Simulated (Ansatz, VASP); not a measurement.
# Two plane-wave programs on TiPb3O

File INCAR:

```
SYSTEM = TiPb3O
  ALGO = Normal
  EDIFF = 1E-7
  ENCUT = 520
  GGA = PE
  ISIF = 2
  ISMEAR = 0
  ISPIN = 2
  LASPH = .TRUE.
  LCHARG = .TRUE.
  LELF = .TRUE.
  LMAXMIX = 4
  LORBIT = 11
  LREAL = .FALSE.
  LVHAR = .TRUE.
  LWAVE = .FALSE.
  MAGMOM = 1 0 0 0 0
  NBANDS = 42
  NELM = 150
  PREC = Accurate
  SIGMA = 0.1
```

The input KPOINTS:

```
k-points
0
G
  4 4 4
  0 0 0
```

Contents of POSCAR:

```
TiPb3O
1.0
    4.9852889300      0.0000000000      0.0000000000
    0.0000000000      4.9852889300      0.0000000000
    0.0000000000      0.0000000000      4.9852889300
Ti Pb O
1 3 1
Direct
    0.0000000000      0.0000000000      0.0000000000
    0.0000000000      0.5000000000      0.5000000000
    0.5000000000      0.5000000000      0.0000000000
    0.5000000000      0.0000000000      0.5000000000
    0.5000000000      0.5000000000      0.5000000000
```

Input for Ansatz:

```yaml
crystal:
  lattice:
    - [4.98528893, 0.0, 0.0]
    - [0.0, 4.98528893, 0.0]
    - [0.0, 0.0, 4.98528893]
  atoms:
    - { symbol: Ti, position: [0.0, 0.0, 0.0], spin: 1.0 }
    - { symbol: Pb, position: [0.0, 0.5, 0.5] }
    - { symbol: Pb, position: [0.5, 0.5, 0.0] }
    - { symbol: Pb, position: [0.5, 0.0, 0.5] }
    - { symbol: O, position: [0.5, 0.5, 0.5] }
basis:
  ecutwfc: 420
kpoints:
  mp_grid: { grid: [4, 4, 4] }
hamiltonian:
  xc: pbe
scf:
  occupations: { method: gaussian, width: 0.1 }
  lower_state_search: "off"
output:
  forces: true
  stress: true
  eigenvalues: true
  populations: true
magnetization:
  spin_polarized: true
```

Change from the starting cell: species swapped into the ZrBRh3 type (Pm-3m, No. 221).

Alike in both runs: task single point; functional PBE; k mesh 4 × 4 × 4; occupations gaussian, width 0.1 eV; collinear spin.

|  | VASP | Ansatz |
| --- | --- | --- |
| version | VASP 6.6.1 | Ansatz 0.2.0 |
| potentials or method | VASP PAW PBE potentials, release 64 (Ti_sv, Pb_d, O), cutoff 520 eV | scalar-relativistic, plane waves, PAW |
| valence electrons in the cell | 60 | 60 |

```csv
,VASP,Ansatz,Ansatz less VASP
gap on the k mesh at the Fermi level (eV),none,none,-
pressure (GPa),-2.5,-2.4,+0.08
net moment per atom (μB),0.00,0.09,+0.088
size of the moment on the site where the two differ most (μB),0.00,0.56,+0.558
```

Site moments also hang on the region over which each program counts them. A gap of «none» marks a metal or a gap that the smearing closes.

Spin-orbit coupling is off throughout.
